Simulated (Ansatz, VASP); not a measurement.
Rh in VASP and in Ansatz

Contents of INCAR:

```
PREC = Accurate ; ENCUT = 600
EDIFF = 1E-6 ; ISMEAR = -1
SIGMA = 0.1 ; LREAL = F
LASPH = T ; NELM = 80
ALGO = Normal ; ISIF = 3
LWAVE = F ; LCHARG = F
GGA = PS ; IVDW = 12
IBRION = 2 ; NSW = 50
EDIFFG = -0.005
```

The input KPOINTS:

```
regular mesh
0
Gamma
  10 10 3
```

File POSCAR:

```
Rh
1.0
    2.6917450000      0.0000000000      0.0000000000
   -1.3458725000      2.3311195505      0.0000000000
    0.0000000000      0.0000000000      8.7980700000
Rh
4
Direct
    0.0000000000      0.0000000000      0.0000000000
    0.0000000000      0.0000000000      0.5000000000
    0.3333333333      0.6666666667      0.2500000000
    0.6666666667      0.3333333333      0.7500000000
```

Input for Ansatz:

```yaml
crystal:
  lattice:
    a: 2.691745
    b: 2.691745
    c: 8.79807
    alpha: 90.0
    beta: 90.0
    gamma: 120.0
  space_group: 194
  atoms:
    - { symbol: Rh, position: [0.0, 0.0, 0.0] }
    - { symbol: Rh, position: [0.3333333333333333, 0.6666666666666666, 0.25] }
basis:
  ecutwfc: 517.016338673772
kpoints:
  mp_grid:
    grid: [10, 10, 3]
hamiltonian:
  xc: pbesol
  dispersion: d3bj
scf:
  occupations:
    method: fermi_dirac
relax:
  f_tol: 0.005
  max_steps: 30
  cell: {}
```

Alike in both runs: task relaxation of cell and atoms; functional PBEsol; dispersion D3(BJ); k mesh 10 × 10 × 3; no spin polarisation.

```csv
,VASP,Ansatz
version,VASP 6.6.1,Ansatz 0.2.0
potentials or method,"VASP PAW PBE potentials, release 64 (Rh_pv), cutoff 600 eV","plane waves, PAW"
occupations,"fermi-dirac, width 0.1 eV",fermi-dirac
valence electrons in the cell,60,68
```

```tsv
	VASP	Ansatz	Ansatz less VASP
relaxed volume (Å³/atom)	13.20	13.20	+0.006
relaxed cell length with the largest relative difference (Å)	2.651	2.651	+0.0005
```

VASP's potentials were made for PBE, not for PBEsol. VASP's potentials hold 60 valence electrons a cell and Ansatz's 68, so a difference there can come from the potentials and not from the codes.
